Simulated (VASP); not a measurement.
Set up this calculation in VASP 6.6.1, as the native input.

- Task: single point
- Functional: PBE
- Potentials or basis: VASP PAW PBE potentials, release 64 (La, Nb_sv, O)
- Cutoff: 520 eV
- k mesh: 4 × 4 × 4
- Occupations: gaussian, width 0.1 eV
- Spin: no spin polarisation
- Dipole correction: no
- Further INCAR settings: ALGO = Normal; EDIFF = 1e-07; NBANDS = 53

The structure of LaNbO3 lies in POSCAR:

```
LaNbO3
1.0
    4.3980265900     -4.1590884500      0.0000000000
    4.3980265900      4.1590884500      0.0000000000
    0.0000000000      0.0000000000      4.2015734300
La Nb O
2 2 6
Direct
    0.7003627300      0.2996372700      0.2500000000
    0.2996372700      0.7003627300      0.7500000000
    0.0000000000      0.0000000000      0.0000000000
    0.0000000000      0.0000000000      0.5000000000
    0.2716578900      0.2716578900      0.0000000000
    0.7283421100      0.7283421100      0.5000000000
    0.7283421100      0.7283421100      0.0000000000
    0.2716578900      0.2716578900      0.5000000000
    0.5000000000      0.5000000000      0.0000000000
    0.5000000000      0.5000000000      0.5000000000
```

The input as run:

INCAR

```
PREC = Accurate
ENCUT = 520
EDIFF = 1E-7
ISMEAR = 0
SIGMA = 0.1
LREAL = F
LASPH = T
NELM = 60
ALGO = Normal
ISIF = 2
LWAVE = F
LCHARG = F
GGA = PE
NBANDS = 53
```

KPOINTS

```
Automatic mesh
0
Gamma
  4 4 4
```

Potentials or basis: VASP PAW PBE potentials, release 64 (La, Nb_sv, O).

Command:

```bash
$ cat potpaw_PBE.64/La/POTCAR potpaw_PBE.64/Nb_sv/POTCAR potpaw_PBE.64/O/POTCAR > POTCAR
$ mpirun -np 1 vasp_std > vasp.out
```

It gave:

| Property | Result |
| --- | --- |
| Pressure | 28.2 GPa |
| Largest force | 3.276 eV/Å |
| Band gap on the k mesh | zero (band 42 reaches 7.44 eV, above the bottom of band 43 at 6.98 eV) |

Caveat: the k points lie up to 0.37 Å⁻¹ apart; spin-orbit coupling is left out, which moves the levels of the heavy elements; forces of over 1 eV/Å act on the atoms, so gaps and moduli don't describe the material at rest.

Run time: 7.5 min on 1 thread of AMD EPYC 7R13 Processor (Zen 3), with other jobs on the host, peak memory 0.33 GiB.
